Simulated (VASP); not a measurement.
Crystal: Cd3Te2.

```
Cd Te
1.0
     4.40000    0.00000    0.00000
     0.00000    4.40000    0.00000
     0.00000    0.00000    8.60000
Cd Te
3 2
Direct
  0.50000 0.50000 0.34000
  0.50000 0.50000 0.66000
  0.00000 0.00000 0.00000
  0.00000 0.50000 0.17500
  0.50000 0.00000 0.82500
```

| Property | Result |
| --- | --- |
| Program | VASP 6.6.1 |
| Task | relaxation of cell and atoms |
| Functional | PBE |
| Potentials or basis | VASP PAW PBE potentials, release 64 (Cd, Te) |
| Cutoff | 600 eV |
| k mesh | 4 × 4 × 2 |
| Occupations | gaussian, width 0.2 eV |
| Spin | no spin polarisation |

At the start: pressure 10.6 GPa; volume 33.30 Å³/atom.

Task: Where does the relaxation end?

Result: Over 10 steps the energy falls by 279.7 meV/atom and the volume is 41.28 Å³/atom (+24.0 %); space group P-4m2 (No. 115, to 0.1 Å) before and after.

Step by step:
```tsv
step	energy change (eV)	largest force (eV/Å)	pressure (GPa)	volume (Å³)
1	0.0000	2.1149	10.58	166.50
2	-1.3003	0.1867	-1.50	225.27
3	-1.3608	0.4436	-0.14	211.44
4	-1.3610	0.4227	-0.22	212.42
5	-1.3761	0.2276	-0.12	211.09
6	-1.3814	0.0735	0.01	209.92
7	-1.3815	0.0819	0.03	209.76
8	-1.3882	0.0878	-0.01	209.51
9	-1.3966	0.1065	-0.15	208.67
10	-1.3985	0.0454	0.09	206.39
```

Final structure:
```xyz
5
Lattice="4.6443 0.0000 0.0000 0.0000 4.6443 0.0000 0.0000 0.0000 9.5686" Properties=species:S:1:pos:R:3 pbc="T T T"
Cd    2.3222    2.3222    3.4217
Cd    2.3222    2.3222    6.1469
Cd    4.6443    0.0000    0.0000
Te    4.6443    2.3222    1.6745
Te    2.3222    0.0000    7.8941
```

Caveat: the volume moved by over 15 % at a fixed basis, so the end points are rough; the relaxation stopped at a loose force limit of 0.08 eV/Å, so its end isn't a converged minimum.
